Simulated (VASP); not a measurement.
# Cu: single point with LDA

Cu:

```
Cu
1.0
     2.53410    0.00000    0.00000
    -1.26705    2.19459    0.00000
     0.00000    0.00000    4.07145
Cu
2
Direct
  0.33333 0.66667 0.25000
  0.66667 0.33333 0.75000
```

This cell differs from its parent crystal: strain -0.0100 x Voigt [0, 0, 1, 0, 0, 0].

```yaml
Program: VASP 6.6.1
Task: single point
Functional: LDA
Potentials_or_basis: VASP PAW LDA potentials, release 64 (Cu)
Cutoff: 520 eV
k_mesh: 21 × 21 × 12
Occupations: gaussian, width 0.15 eV
Spin: no spin polarisation
```

| Quantity | Value |
| --- | --- |
| Pressure | -5.7 GPa |
| Band gap on the k mesh | zero (band 11 reaches 11.94 eV, above the bottom of band 12 at 5.83 eV) |

Stress tensor (GPa, compression positive):
```
-7.16  0.00  0.00
 0.00 -7.16  0.00
 0.00  0.00 -2.83
```

Levels at points of the mesh, in eV from the Fermi level:
| k point | band 7 | band 8 | band 9 | band 10 | band 11 | band 12 | band 13 | band 14 | band 15 | band 16 |
| --- | --- | --- | --- | --- | --- | --- | --- | --- | --- | --- |
| (0.00, 0.00, 0.00) | -2.91 | -2.66 | -2.66 | -1.81 | -1.81 | -0.95 | 4.17 | 21.58 | 21.89 | 21.89 |
| (0.00, 0.00, 0.50) | -3.21 | -3.21 | -2.05 | -2.05 | -2.05 | -2.05 | 13.22 | 13.22 | 22.27 | 22.27 |

It took 53 s on 1 thread of Intel(R) Xeon(R) 6975P-C (Granite Rapids), with other jobs on the host, peak memory 0.21 GiB.

Caveat: the cell differs from its parent crystal (strain -0.0100 x Voigt [0, 0, 1, 0, 0, 0]).
